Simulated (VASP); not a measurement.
**SiC4: single point with PBE**

SiC4:

```
Si C
1.0
     1.30418    0.75297    9.47752
    -1.30418    0.75297    9.47752
     0.00000   -1.50594    9.47752
Si C
1 4
Direct
  0.00000 0.00000 0.00000
  0.62508 0.62508 0.62508
  0.16666 0.16666 0.16666
  0.83334 0.83334 0.83334
  0.37492 0.37492 0.37492
```

This cell differs from its parent crystal: atoms taken out.

| Quantity | Value |
| --- | --- |
| Program | VASP 6.6.1 |
| Task | single point |
| Functional | PBE |
| Potentials or basis | VASP PAW PBE potentials, release 64 (Si, C) |
| Cutoff | 520 eV |
| k mesh | 6 × 6 × 6 |
| Occupations | gaussian, width 0.1 eV |
| Spin | collinear spin |
| Starting moments | [0.0, 1.0, 1.0, 1.0, 1.0] μB |

- Pressure: 0.7 GPa
- Largest force: 0.074 eV/Å
- Net moment: 0.48 μB per cell
- Site moments: Si +0.02; C +0.12, +0.00 (each value once) μB
- Valence electrons inside the program's atomic spheres: Si 1.75; C 2.31, 2.45 (each value once)

Forces on the atoms (eV/Å):
```
Si   0.000  0.000  0.000
C    0.000  0.000 -0.074
C    0.000  0.000  0.006
C    0.000  0.000 -0.006
C    0.000  0.000  0.074
```

Stress tensor (GPa, compression positive):
```
0.74 0.00 0.00
0.00 0.74 0.00
0.00 0.00 0.58
```

Levels at points of the mesh, in eV from the Fermi level:
Spin up:
```
           k point  band 8  band 9  band 10  band 11  band 12  band 13
(0.00, 0.00, 0.00)   -1.10    1.95     1.95     2.78     2.78     6.12
(0.50, 0.00, 0.00)   -1.97   -1.26    -0.98    -0.39     1.20     1.76
(0.50, 0.50, 0.00)   -1.97   -1.30    -0.98    -0.34     1.20     1.74
(0.50, 0.50, 0.50)   -1.31    1.95     1.95     2.78     2.78     7.03
```
Spin down:
| k point | band 7 | band 8 | band 9 | band 10 | band 11 | band 12 |
| --- | --- | --- | --- | --- | --- | --- |
| (0.00, 0.00, 0.00) | -3.08 | -0.64 | 2.14 | 2.14 | 2.99 | 2.99 |
| (0.50, 0.00, 0.00) | -5.96 | -1.94 | -0.83 | -0.75 | 0.08 | 1.39 |
| (0.50, 0.50, 0.00) | -5.96 | -1.94 | -0.83 | -0.79 | 0.15 | 1.39 |
| (0.50, 0.50, 0.50) | -3.08 | -0.86 | 2.14 | 2.14 | 2.99 | 2.99 |

Run time: 12 min on 1 thread of Intel(R) Xeon(R) 6975P-C (Granite Rapids), on a shared host, peak memory 0.96 GiB.

Caveat: the k points lie up to 0.47 Å⁻¹ apart; the cell differs from its parent crystal (atoms taken out).
